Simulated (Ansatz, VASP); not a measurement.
**SnC2: VASP beside Ansatz**

```
CELL_PARAMETERS angstrom
-2.10161 2.10161 6.11930
2.10161 -2.10161 6.11930
2.10161 2.10161 -6.11930
ATOMIC_POSITIONS crystal
Sn 0.00000 0.00000 0.00000
Sn 0.75000 0.25000 0.50000
C 0.82363 0.82363 0.00000
C 0.57363 0.07363 0.50000
C 0.92637 0.42637 0.50000
C 0.17637 0.17637 0.00000
```

Alike in both runs: functional PBE; k mesh 6 × 6 × 6; occupations gaussian, width 0.1 eV; no spin polarisation.

Ansatz relaxed the structure, and its values are those at the end. VASP's run is a single point on that final structure, the one shown.

|  | VASP | Ansatz |
| --- | --- | --- |
| version | VASP 6.6.1 | Ansatz 0.2.0 |
| potentials or method | VASP PAW PBE potentials, release 64 (Sn_d, C), cutoff 520 eV | scalar-relativistic, plane waves, PAW |
| valence electrons in the cell | 44 | 44 |

|  | VASP | Ansatz | Ansatz less VASP |
| --- | --- | --- | --- |
| gap on the k mesh at the Fermi level (eV) | none | none | - |
| pressure (GPa) | -0.1 | 0.0 | +0.03 |
| rms of the force components (eV/Å) | 0.009 | 0.012 | +0.0027 |

A gap of «none» marks a metal or a gap that the smearing closes.
